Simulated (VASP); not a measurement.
**Si2W (MoSi2 type): relaxation of cell and atoms with PBE**

Crystal: Si2W (MoSi2 type).

```
W Si
1.0
    -1.55922    1.55922    3.82008
     1.55922   -1.55922    3.82008
     1.55922    1.55922   -3.82008
W Si
1 2
Direct
  0.00000 0.00000 0.00000
  0.33500 0.33500 0.00000
  0.66500 0.66500 0.00000
```

| Quantity | Value |
| --- | --- |
| Program | VASP 6.6.1 |
| Task | relaxation of cell and atoms |
| Functional | PBE |
| Potentials or basis | VASP PAW PBE potentials, release 64 (W_sv, Si) |
| Cutoff | 600 eV |
| k mesh | 15 × 15 × 15 |
| Occupations | fermi-dirac, width 0.05 eV |
| Spin | no spin polarisation |
| Dipole correction | no |
| Further INCAR settings | ALGO = Normal; EDIFF = 1e-06; IBRION = 2; EDIFFG = -0.005; NSW = 60; ISIF = 3 |

```json
{"Relaxed volume": "13.68 Å³/atom", "Relaxed cell": "a = 4.549 Å, b = 4.549 Å, c = 4.549 Å, α = 138.41°, β = 138.41°, γ = 60.28°", "Space group after relaxing (to 0.05 Å)": "I4/mmm (No. 139)", "Energy gained by relaxing": "101.5 meV/atom", "Ionic steps": "11", "Pressure after relaxing": "0.0 GPa", "Band gap on the k mesh": "zero (band 11 reaches 12.48 eV, above the bottom of band 12 at 11.29 eV)"}
```

Forces in eV/Å, atoms in the order of the input:
```
W    0.000  0.000  0.000
Si   0.000  0.000  0.002
Si   0.000  0.000 -0.002
```

The path:
```
step  energy change (eV)  largest force (eV/Å)  pressure (GPa)  volume (Å³)
   1              0.0000                0.3881           27.34        37.15
   2              0.6074                0.5655          -27.69        49.71
   3             -0.3017                0.0961           -1.30        41.24
   4             -0.3028                0.0767           -0.13        41.02
   5             -0.3028                0.0700            0.32        40.94
   6             -0.3043                0.0147            0.26        40.99
   7             -0.3045                0.0287            0.28        40.98
   8             -0.3045                0.0122           -0.34        41.10
   9             -0.3046                0.0200           -0.05        41.04
  10             -0.3046                0.0191           -0.07        41.05
  11             -0.3046                0.0021           -0.02        41.04
```

Final structure:
```cif
data_structure
_symmetry_space_group_name_H-M 'P 1'
_symmetry_Int_Tables_number 1
_cell_length_a 4.5488
_cell_length_b 4.5488
_cell_length_c 4.5488
_cell_angle_alpha 138.410
_cell_angle_beta 138.410
_cell_angle_gamma 60.275
_cell_volume 41.04
loop_
_atom_site_label
_atom_site_type_symbol
_atom_site_fract_x
_atom_site_fract_y
_atom_site_fract_z
_atom_site_occupancy
W1 W 0.00000 0.00000 0.00000 1
Si1 Si 0.33454 0.33454 0.00000 1
Si2 Si 0.66546 0.66546 0.00000 1
```

Levels at points of the mesh, in eV from the Fermi level:
```
           k point  band 7  band 8  band 9  band 10  band 11  band 12  band 13  band 14  band 15
(0.00, 0.00, 0.00)   -3.76   -3.24   -2.80    -2.80     0.61     2.65     2.98     3.03     3.03
```

Run time: 12 min on 1 thread of Intel(R) Xeon(R) 6975P-C (Granite Rapids), with other jobs on the host, peak memory 0.35 GiB.

Caveat: spin-orbit coupling is left out, which moves the levels of the heavy elements.
